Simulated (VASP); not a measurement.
The system is SiC5.

```
CELL_PARAMETERS angstrom
2.53263 0.00000 0.00000
-1.26632 2.19332 0.00000
0.00000 0.00000 14.26973
ATOMIC_POSITIONS crystal
Si 0.00000 0.00000 0.50000
C 0.00000 0.00000 0.83333
C 0.00000 0.00000 0.00000
C 0.00000 0.00000 0.16667
C 0.00000 0.00000 0.33333
C 0.00000 0.00000 0.66667
```

```yaml
Program: VASP 6.6.1
Task: relaxation of cell and atoms
Functional: PBE
Potentials_or_basis: VASP PAW PBE potentials, release 64 (Si, C_h)
Cutoff: 1300 eV
k_mesh: 6 × 6 × 2
Occupations: gaussian, width 0.1 eV
Spin: no spin polarisation
```

At the start: pressure -29.5 GPa; volume 13.21 Å³/atom.

**Question.** Where does the relaxation end?

**Answer.** Over 42 steps the energy falls by 2901.7 meV/atom and the volume is 11.21 Å³/atom (-15.1 %); space group P6/mmm (No. 191, to 0.1 Å) before and after.

Step by step:
```
step  energy change (eV)  largest force (eV/Å)  pressure (GPa)  volume (Å³)
   1              0.0000                0.0780          -29.53        79.27
   3             -5.4111                3.1375           -4.63        46.74
   5             -5.4964                3.5992            2.13        45.15
   7             -7.5927                6.5243           44.14        39.14
   9             -8.2878                2.9023           52.52        39.32
  11             -9.8441                2.3674           -4.99        46.90
  13             -9.9599                3.2692          -18.35        50.77
  15            -12.2494                3.6168          -26.94        56.58
  17            -13.4150               12.2911           20.34        82.03
  19            -15.6604                2.8864           -8.28        71.59
  21            -15.9287                3.2905           -1.02        69.40
  23            -16.6358                4.8025           20.27        63.36
  25            -16.8220                3.9443           14.18        64.08
  27            -17.0777                4.3903           14.98        62.98
  29            -17.3726                0.3948            3.84        64.25
  31            -17.3775                0.2297            2.90        64.47
  33            -17.3853                0.5573            1.03        65.09
  35            -17.4041                0.0652           -0.59        66.74
  37            -17.4075                0.1811            0.01        67.09
  39            -17.4086                0.1457            0.34        67.11
  41            -17.4094                0.2037            0.28        67.18
  42            -17.4104                0.0127            0.26        67.29
```

Final structure:
```
Si C
1.0
     2.97676    0.00000    0.00000
    -1.48838    2.57795    0.00000
     0.00000    0.00000    8.76825
Si C
1 5
Direct
  0.00000 0.00000 0.50000
  0.00000 0.00000 0.85221
  0.00000 0.00000 0.00000
  0.00000 0.00000 0.14779
  0.00000 0.00000 0.29123
  0.00000 0.00000 0.70877
```

Caveat: the k points lie up to 0.41 Å⁻¹ apart in the final cell, too coarse for converged energies and pressures of a metal; the volume moved by over 15 % at a fixed basis, so the end points are rough.
